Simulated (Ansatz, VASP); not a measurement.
# C: VASP beside Ansatz

```
C
1.0
     1.23250    0.71158    3.36139
    -1.23250    0.71158    3.36139
     0.00000   -1.42317    3.36139
C
2
Direct
  0.16073 0.16073 0.17127
  0.83927 0.83927 0.82873
```

Change from the starting cell: mode 4 frozen in at -0.024 Å and mode 6 at -0.015 Å (largest displacements).

Alike in both runs: task single point; functional PBE; dispersion D3(BJ); k mesh 15 × 15 × 15; occupations gaussian, width 0.05 eV; no spin polarisation.

|  | VASP | Ansatz |
| --- | --- | --- |
| version | VASP 6.6.1 | Ansatz 0.2.0 |
| potentials or method | VASP PAW PBE potentials, release 64 (C), cutoff 520 eV | scalar-relativistic, plane waves, PAW |
| valence electrons in the cell | 8 | 8 |

|  | VASP | Ansatz | Ansatz less VASP |
| --- | --- | --- | --- |
| gap on the k mesh at the Fermi level (eV) | 0.30 | 0.30 | 0.000 |
| least direct gap on the mesh (eV) | 0.30 | 0.30 | 0.000 |
| pressure (GPa) | 0.7 | 0.3 | -0.43 |
| traceless stress, the component that is largest in VASP (GPa) | 3.88 | 3.56 | -0.312 |
| rms of the force components (eV/Å) | 1.066 | 1.065 | -0.0010 |

Atom by atom the forces differ by 0.002 eV/Å (rms over components).
